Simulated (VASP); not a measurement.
# BN (P6_3/mmc) in VASP: further runs

BN is run at these levels: LDA; tasks: single point.

Program: VASP 6.6.1. These are calculated values, not measurements. Logs are shortened: lines on timing, memory, paths and dates and some standing lists are left out, and cuts for length are marked.

### Step 1. The cell of the first run

The structure is hexagonal, space group P6_3/mmc (No. 194). The conventional cell has a = 2.504 Å, b = 2.504 Å, c = 6.661 Å, α = 90.00°, β = 90.00°, γ = 120.00°. Within 1.9 Å of B (site symmetry -6m2) lie 3 N at 1.45 Å. N (site symmetry -6m2) has 3 B at 1.45 Å within 1.9 Å.

### Step 2. Single point, LDA

INCAR reads:

```
SYSTEM = BN
PREC     = Accurate       ! precision mode
ENCUT    = 520            ! plane-wave cutoff, eV
EDIFF    = 1E-7           ! SCF threshold, eV
ISMEAR   = 0              ! smearing method
SIGMA    = 0.05           ! smearing width, eV
LREAL    = .False.        ! projectors in reciprocal space
LASPH    = .True.         ! aspherical terms in the spheres
NELM     = 60             ! most SCF steps
ALGO     = Normal         ! electronic algorithm
ISIF     = 2              ! what is computed and relaxed
LWAVE    = .False.        ! write WAVECAR
LCHARG   = .True.         ! write CHGCAR
GGA      = CA             ! functional
LELF     = .True.         ! ELF
LVHAR    = .True.       
NBANDS   = 16             ! bands
```

KPOINTS reads:

```
Automatic mesh
0
Gamma
  12 12 4
  0 0 0
```

POSCAR reads:

```
BN
1.0
    2.5039917043      0.0000000000      0.0000000000
   -1.2519958522      2.1685204268      0.0000000000
    0.0000000000      0.0000000000      6.6612000000
B N
2 2
Direct
    0.3333333333      0.6666666667      0.2500000000
    0.6666666667      0.3333333333      0.7500000000
    0.3333333333      0.6666666667      0.7500000000
    0.6666666667      0.3333333333      0.2500000000
```

Potentials or basis: VASP PAW LDA potentials, release 64 (B, N).

On the command line:

```
$ cat potpaw_LDA.64/B/POTCAR potpaw_LDA.64/N/POTCAR > POTCAR
$ mpirun -np 1 vasp_std > vasp.out
```

OUTCAR:

```text
SYSTEM = BN
   PREC = Accurate
   ENCUT = 520
   EDIFF = 1E-7
   ISMEAR = 0
   LREAL = .False.
   LASPH = .True.
   NELM = 60
   ISIF = 2
   GGA = CA

 ion  position               nearest neighbor table
   1  0.333  0.667  0.250-   4 1.45   4 1.45   4 1.45
   2  0.667  0.333  0.750-   3 1.45   3 1.45   3 1.45
   3  0.333  0.667  0.750-   2 1.45   2 1.45   2 1.45
   4  0.667  0.333  0.250-   1 1.45   1 1.45   1 1.45

  LATTYP: Found a hexagonal cell.
 ALAT       =     2.5039917043
 C/A-ratio  =     2.6602324555

  Lattice vectors:

 A1 = (   2.5039917043,   0.0000000000,   0.0000000000)
 A2 = (  -1.2519958522,   2.1685204268,   0.0000000000)
 A3 = (   0.0000000000,   0.0000000000,   6.6612000000)

Analysis of symmetry for initial positions (statically):
=====================================================================
 Subroutine PRICEL returns:
 Original cell was already a primitive cell.

 Routine SETGRP: Setting up the symmetry group for a
 hexagonal supercell.

 Subroutine GETGRP returns: Found 24 space group operations
 (whereof 12 operations were pure point group operations)
 out of a pool of 24 trial point group operations.

The static configuration has the point symmetry D_3d.
 The point group associated with its full space group is D_6h.

Analysis of symmetry for dynamics (positions and initial velocities):
=====================================================================
 Subroutine PRICEL returns:
 Original cell was already a primitive cell.

 Routine SETGRP: Setting up the symmetry group for a
 hexagonal supercell.

 Subroutine GETGRP returns: Found 24 space group operations
 (whereof 12 operations were pure point group operations)
 out of a pool of 24 trial point group operations.

The dynamic configuration has the point symmetry D_3d.
 The point group associated with its full space group is D_6h.

 Subroutine INISYM returns: Found 24 space group operations
 (whereof 12 operations are pure point group operations),
 and found     1 'primitive' translations

----------------------------------------------------------------------------------------

                                     Primitive cell

  volume of cell :      36.1700

  direct lattice vectors                    reciprocal lattice vectors
     2.503991704  0.000000000  0.000000000     0.399362345  0.230571958  0.000000000
    -1.251995852  2.168520427  0.000000000     0.000000000  0.461143915  0.000000000
     0.000000000  0.000000000  6.661200000     0.000000000  0.000000000  0.150123101

  length of vectors
     2.503991704  2.503991704  6.661200000     0.461143915  0.461143915  0.150123101

  position of ions in fractional coordinates (direct lattice)
     0.333333333  0.666666667  0.250000000
     0.666666667  0.333333333  0.750000000
     0.333333333  0.666666667  0.750000000
     0.666666667  0.333333333  0.250000000

  ion indices of the primitive-cell ions
   primitive index   ion index
                 1           1
                 2           2
                 3           3
                 4           4

----------------------------------------------------------------------------------------

 KPOINTS: Automatic mesh

Automatic generation of k-mesh.
 Grid dimensions read from file:
 generate k-points for:   12   12    4

 Generating k-lattice:

  Cartesian coordinates                     Fractional coordinates (reciprocal lattice)
     0.033280195  0.019214330  0.000000000     0.083333333 -0.000000000  0.000000000
     0.000000000  0.038428660  0.000000000     0.000000000  0.083333333  0.000000000
     0.000000000  0.000000000  0.037530775     0.000000000  0.000000000  0.250000000

  Length of vectors
     0.038428660  0.038428660  0.037530775

  Shift w.r.t. Gamma in fractional coordinates (k-lattice)
     0.000000000  0.000000000  0.000000000

 Subroutine IBZKPT returns following result:
 ===========================================

 Found     57 irreducible k-points:

 Following reciprocal coordinates:
            Coordinates               Weight
  0.000000  0.000000  0.000000      1.000000
  0.083333  0.000000  0.000000      6.000000
  0.166667  0.000000  0.000000      6.000000
  0.250000  0.000000  0.000000      6.000000
  0.333333  0.000000  0.000000      6.000000
  0.416667  0.000000  0.000000      6.000000
[... 16 lines left out ...]
  0.250000  0.000000  0.250000     12.000000
  0.333333  0.000000  0.250000     12.000000
 [... further k-points ...]
   k-points           NKPTS =     57   k-points in BZ     NKDIM =     57   number of bands    NBANDS=     16
   number of dos      NEDOS =    301   number of ions     NIONS =      4
   total plane-waves  NPLWV =  20000
   dimension x,y,z NGX =    20 NGY =   20 NGZ =   50
   dimension x,y,z NGXF=    40 NGYF=   40 NGZF=  100
   ions per type =               2   2
   NGX,Y,Z   is equivalent  to a cutoff of  13.28, 13.28, 12.48 a.u.
   NGXF,Y,Z  is equivalent  to a cutoff of  26.56, 26.56, 24.96 a.u.
 SYSTEM =  BN
   PREC   = accura    normal or accurate (medium, high low for compatibility)
   ISTART =      0    job   : 0-new  1-cont  2-samecut
   ICHARG =      2    charge: 1-file 2-atom 10-const
   ISPIN  =      1    spin polarized calculation?
   LNONCOLLINEAR =      F non collinear calculations
   LSORBIT =      F    spin-orbit coupling
   LASPH  =      T    aspherical Exc in radial PAW
   ENCUT  =  520.0 eV  38.22 Ry    6.18 a.u.   4.66  4.66 12.39*2*pi/ulx,y,z
   NELM   =     60;   NELMIN=  2; NELMDL= -5     # of ELM steps
   EDIFF  = 0.1E-06   stopping-criterion for ELM
   LREAL  =      F    real-space projection
   EDIFFG = 0.1E-05   stopping-criterion for IOM
   NSW    =      0    number of steps for IOM
   IBRION =     -1    ionic relax: 0-MD 1-quasi-New 2-CG
   NFREE  =      0    steps in history (QN), initial steepest desc. (CG)
   ISIF   =      2    stress and relaxation
   ISYM   =      2    0-nonsym 1-usesym 2-fastsym
   POTIM  = 0.5000    time-step for ionic-motion
   TEBEG  =    0.0;   TEEND  =   0.0 temperature during run
   PSTRESS=    0.0 pullay stress
   NELECT =      16.0000    total number of electrons
   NUPDOWN=      -1.0000    fix difference up-down
   EMIN   =  10.00;   EMAX   =-10.00  energy-range for DOS
   EFERMI =   0.00;   METHOD = LEGACY
   ISMEAR =     0;   SIGMA  =   0.05  broadening in eV -4-tet -1-fermi 0-gaus
   EFERMI_NEDOS =   21; number of points for ismear=-14 and -15
   IALGO  =     38    algorithm
   IMIX   =      4    mixing-type and parameters
     AMIX     =   0.40;   BMIX     =  1.00
     AMIX_MAG =   1.60;   BMIX_MAG =  1.00
  volume/ion in A,a.u.               =       9.04        61.02
  Fermi-wavevector in a.u.,A,eV,Ry     =   1.247379  2.357205 21.170055  1.555955
  Thomas-Fermi vector in A             =   2.381514
   LORBIT       =      0    0 simple, 1 ext, 2 COOP (PROOUT), +10 PAW based schemes
   GGA     = CA    functional components
   LHFCALC =     F    Hartree Fock is set to
   AEXX    =    0.0000 exact exchange contribution
   IVDW    =     0    specifies the selected vdW correction
   LEPSILON=     F    determine dielectric tensor
   LRPA    =     F    only Hartree local field effects (RPA)
 non-spin polarized calculation
 Gauss-broadening in eV      SIGMA  =   0.05
  energy-cutoff  :      520.00
  volume of cell :       36.17
 maximum number of plane-waves:       992
 NGX is ok and might be reduce to    20
   NGX =  9   NGY =  9   NGZ = 25

 number of electron      16.0000003 magnetization

 Free energy of the ion-electron system (eV)
  ---------------------------------------------------
  ext. energy  EPLUGINS =         0.00000000
  ---------------------------------------------------
  free energy    TOTEN  =       -38.57202041 eV

  energy without entropy =      -38.57202041  energy(sigma->0) =      -38.57202041

 E-fermi :   2.3665     XC(G=0): -10.5012

 val. band max:        2.1200878656   @ k =   0.3333   0.3333   0.5000
 cond. band min:       6.2005497669   @ k =   0.5000   0.0000   0.0000
 fundamental gap:      4.0804619013
 Fermi energy:         2.3665038862

 k-point     1 :       0.0000    0.0000    0.0000
  band No.  band energies     occupation
      1     -15.4659      2.00000
      2     -15.1579      2.00000
      3      -4.1969      2.00000
      4      -2.0128      2.00000
      5       0.7782      2.00000
      6       0.7782      2.00000
[... 8 lines left out ...]
     15      14.4316      0.00000
     16      14.9709      0.00000

 k-point     2 :       0.0833    0.0000    0.0000
  band No.  band energies     occupation
      1     -15.3298      2.00000
      2     -15.0267      2.00000
      3      -4.0090      2.00000
      4      -1.8444      2.00000
      5       0.2307      2.00000
      6       0.2626      2.00000
[... 8 lines left out ...]
     15      14.4738      0.00000
     16      14.8830      0.00000

 k-point     3 :       0.1667    0.0000    0.0000
  band No.  band energies     occupation
      1     -14.9284      2.00000
      2     -14.6402      2.00000
      3      -3.4518      2.00000
      4      -1.3492      2.00000
      5      -1.1645      2.00000
      6      -1.1253      2.00000
[... 8 lines left out ...]
     15      15.8618      0.00000
     16      15.9438      0.00000

 k-point     4 :       0.2500    0.0000    0.0000
  band No.  band energies     occupation
      1     -14.2873      2.00000
      2     -14.0251      2.00000
      3      -2.9460      2.00000
      4      -2.8849      2.00000
      5      -2.5493      2.00000
      6      -0.8534      2.00000
[... 8 lines left out ...]
     15      17.1106      0.00000
     16      18.0030      0.00000

 k-point     5 :       0.3333    0.0000    0.0000
  band No.  band energies     occupation
      1     -13.4709      2.00000
      2     -13.2506      2.00000
      3      -4.7292      2.00000
      4      -4.6466      2.00000
      5      -1.4831      2.00000
      6      -1.4220      2.00000
[... 8 lines left out ...]
     15      17.6038      0.00000
     16      20.5041      0.00000

 k-point     6 :       0.4167    0.0000    0.0000
  band No.  band energies     occupation
      1     -12.6477      2.00000
      2     -12.4979      2.00000
      3      -6.1580      2.00000
      4      -6.0746      2.00000
      5      -1.8958      2.00000
      6      -1.8319      2.00000
[... 8 lines left out ...]
     15      16.9221      0.00000
     16      20.6961      0.00000
[... 267 lines left out ...]
 k-point    21 :       0.0833    0.0000    0.2500
  band No.  band energies     occupation
      1     -15.2878      2.00000
      2     -15.0737      2.00000
      3      -3.7469      2.00000
      4      -2.2401      2.00000
      5       0.2370      2.00000
      6       0.2611      2.00000
[... 8 lines left out ...]
     15      14.5211      0.00000
     16      14.7994      0.00000

 k-point    22 :       0.1667    0.0000    0.2500
  band No.  band energies     occupation
      1     -14.8884      2.00000
      2     -14.6848      2.00000
      3      -3.1987      2.00000
      4      -1.7484      2.00000
      5      -1.1525      2.00000
      6      -1.1090      2.00000
[... 8 lines left out ...]
     15      15.7623      0.00000
     16      15.8440      0.00000

 k-point    23 :       0.2500    0.0000    0.2500
  band No.  band energies     occupation
      1     -14.2508      2.00000
      2     -14.0655      2.00000
      3      -2.9550      2.00000
      4      -2.9013      2.00000
      5      -2.2838      2.00000
      6      -0.9069      2.00000
[... 8 lines left out ...]
     15      18.0185      0.00000
     16      18.0997      0.00000

 k-point    24 :       0.3333    0.0000    0.2500
  band No.  band energies     occupation
      1     -13.4399      2.00000
      2     -13.2841      2.00000
      3      -4.7209      2.00000
      4      -4.6620      2.00000
      5      -1.4742      2.00000
      6      -1.4311      2.00000
[... 8 lines left out ...]
     15      18.6195      0.00000
     16      20.5247      0.00000

 [... further k-points ...]

------------------------ aborting loop because EDIFF is reached ----------------------------------------

  FORCE on cell =-STRESS in cart. coord.  units (eV):
  Direction    XX          YY          ZZ          XY          YZ          ZX
  --------------------------------------------------------------------------------------
  -------------------------------------------------------------------------------------
  Total       -1.3173384     -1.3173384     -0.1786672      0.0000000      0.0000000      0.0000000
  in kB      -58.3524469    -58.3524469     -7.9141901      0.0000000      0.0000000      0.0000000
  external PRESSURE =     -41.5396946 kB  Pullay stress =       0.0000000 kB

 VOLUME and BASIS-vectors are now :
 -----------------------------------------------------------------------------
  energy-cutoff  :      520.00
  volume of cell :       36.17
      direct lattice vectors                 reciprocal lattice vectors
     2.503991704  0.000000000  0.000000000     0.399362345  0.230571958  0.000000000
    -1.251995852  2.168520427  0.000000000     0.000000000  0.461143915  0.000000000
     0.000000000  0.000000000  6.661200000     0.000000000  0.000000000  0.150123101

 POSITION                                       TOTAL-FORCE (eV/Angst)
 -----------------------------------------------------------------------------------
     -0.00000      1.44568      1.66530        -0.000000      0.000000      0.000000
      1.25200      0.72284      4.99590         0.000000     -0.000000      0.000000
     -0.00000      1.44568      4.99590         0.000000      0.000000      0.000000
      1.25200      0.72284      1.66530        -0.000000     -0.000000      0.000000
 -----------------------------------------------------------------------------------
    total drift:                               -0.000000      0.000000      0.000000

  FREE ENERGIE OF THE ION-ELECTRON SYSTEM (eV)
  ---------------------------------------------------
  free  energy   TOTEN  =       -38.5720204114 eV

  energy  without entropy=      -38.5720204114  energy(sigma->0) =      -38.57202041
```

Wall time 45 s (1 thread of Intel Xeon 8259CL, shared host); peak memory 0.15 GiB.

What came out:

* Free energy: -38.5720 eV
* Pressure: -4.2 GPa
* Band gap on the k mesh: 4.08 eV (least direct gap 4.50 eV)

Levels at points of the mesh, in eV from the valence-band top:
| k point | band 5 | band 6 | band 7 | band 8 | band 9 | band 10 | band 11 | band 12 |
| --- | --- | --- | --- | --- | --- | --- | --- | --- |
| (0.00, 0.00, 0.00) | -1.34 | -1.34 | -1.31 | -1.31 | 4.92 | 9.99 | 11.43 | 11.43 |
| (0.50, 0.00, 0.00) | -4.16 | -4.09 | -1.47 | -0.44 | 4.08 | 5.51 | 9.46 | 9.94 |
| (0.00, 0.00, 0.50) | -1.32 | -1.32 | -1.32 | -1.32 | 7.32 | 7.32 | 11.49 | 11.49 |
| (0.50, 0.00, 0.50) | -4.13 | -4.13 | -0.93 | -0.93 | 4.56 | 4.56 | 9.90 | 9.90 |

Caveat: the cell stands under tension. A k mesh can miss the band edges.

(Part 1 of 2 ends here.)
